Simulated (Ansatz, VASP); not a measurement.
Si3C2: VASP beside Ansatz

```
CELL_PARAMETERS angstrom
2.67029 0.00000 0.00000
-1.33514 2.31254 0.00000
0.00000 0.00000 23.06547
ATOMIC_POSITIONS crystal
Si 0.33333 0.66667 0.75000
Si 0.33333 0.66667 0.95000
Si 0.33333 0.66667 0.15000
Si 0.66667 0.33333 0.85000
Si 0.66667 0.33333 0.05000
Si 0.66667 0.33333 0.25000
C 0.33333 0.66667 0.35000
C 0.33333 0.66667 0.55000
C 0.66667 0.33333 0.45000
C 0.66667 0.33333 0.65000
```

Alike in both runs: task single point; functional PBE; k mesh 6 × 6 × 1; occupations gaussian, width 0.1 eV; collinear spin.

|  | VASP | Ansatz |
| --- | --- | --- |
| version | VASP 6.6.1 | Ansatz 0.2.0 |
| potentials or method | VASP PAW PBE potentials, release 64 (Si, C), cutoff 520 eV | scalar-relativistic, plane waves, PAW |
| valence electrons in the cell | 40 | 40 |

Ansatz gave:

* gap on the k mesh at the Fermi level (eV): none
* pressure (GPa): -11.5
* traceless stress, the component that is largest in VASP (GPa): 0.24
* rms of the force components (eV/Å): 0.318
* net moment per atom (μB): 0.00

What did VASP give for the same quantities?

gap on the k mesh at the Fermi level (eV): none; pressure (GPa): -11.5; traceless stress, the component that is largest in VASP (GPa): 0.23; rms of the force components (eV/Å): 0.317; net moment per atom (μB): 0.00.

Atom by atom the forces differ by 0.001 eV/Å (rms over components). A gap of «none» marks a metal or a gap that the smearing closes. Ansatz's warnings: seeded moment not kept.

The k mesh is coarse, so the values compare programs but aren't converged.
